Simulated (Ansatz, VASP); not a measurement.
Ge: VASP beside Ansatz

Contents of POSCAR:

```
Ge
1.0
   -1.5866819298      1.5866819298      1.8478636534
    1.5866819298     -1.5866819298      1.8478636534
    1.5866819298      1.5866819298     -1.8478636534
Ge
1
Direct
    0.5000000000      0.5000000000      0.0000000000
```

INCAR.step1

```
ALGO = Normal ; EDIFF = 1E-5
ENCUT = 520 ; GGA = PE
ISIF = 2 ; ISMEAR = -1
LASPH = True ; LREAL = False
LWAVE = True ; NBANDS = 13
NELM = 80 ; PREC = Accurate
SIGMA = 0.05
```

The input INCAR.step2:

```
AEXX = 0.25 ; ALGO = Normal
EDIFF = 1E-6 ; ENCUT = 520
ISIF = 2 ; ISMEAR = -1
ISTART = 1 ; LASPH = True
LCHARG = True ; LELF = True
LHFCALC = True ; LMIXTAU = True
LREAL = False ; LVHAR = True
LWAVE = False ; METAGGA = R2SCAN
NBANDS = 13 ; NELM = 80
PREC = Accurate ; PRECFOCK = Normal
SIGMA = 0.05
```

The input KPOINTS:

```
k-points
0
Gamma
  6 6 6
```

input.yaml

```yaml
crystal:
  lattice:
    - [-1.5866819298, 1.5866819298, 1.8478636534]
    - [1.5866819298, -1.5866819298, 1.8478636534]
    - [1.5866819298, 1.5866819298, -1.8478636534]
  atoms:
    - { symbol: Ge, position: [0.5, 0.5, 0.0] }
hamiltonian:
  xc: r2scan0
  pseudopotentials: { kind: paw }
kpoints:
  mp_grid: { grid: [6, 6, 6] }
scf:
  occupations: { method: fermi_dirac, width: 0.05 }
output:
  forces: true
  stress: true
  eigenvalues: true
  write_density: true
  write_potential: true
  elf: true
  volumetric_format: npy
```

Alike in both runs: task single point; functional r2SCAN0; k mesh 6 × 6 × 6; occupations fermi-dirac, width 0.05 eV; no spin polarisation.

```csv
,VASP,Ansatz
version,VASP 6.6.1,Ansatz 0.2.0
potentials or method,"VASP PAW PBE potentials, release 64 (Ge_d)",Ansatz PAW
plane-wave cutoff (eV),520,500
valence electrons in the cell,14,14
```

|  | VASP | Ansatz | Ansatz less VASP |
| --- | --- | --- | --- |
| gap on the k mesh at the Fermi level (eV) | none | none | - |
| pressure (GPa) | 0.2 | 0.3 | +0.14 |
| traceless stress, the component that is largest in VASP (GPa) | -8.09 | -8.09 | 0.000 |

VASP's potentials were made for PBE, not for r2SCAN0. A gap of «none» marks a metal or a gap that the smearing closes. The functional is the same, so the differences come from potentials, cutoffs and numerics.

The k mesh is coarse, so the values compare programs but aren't converged.
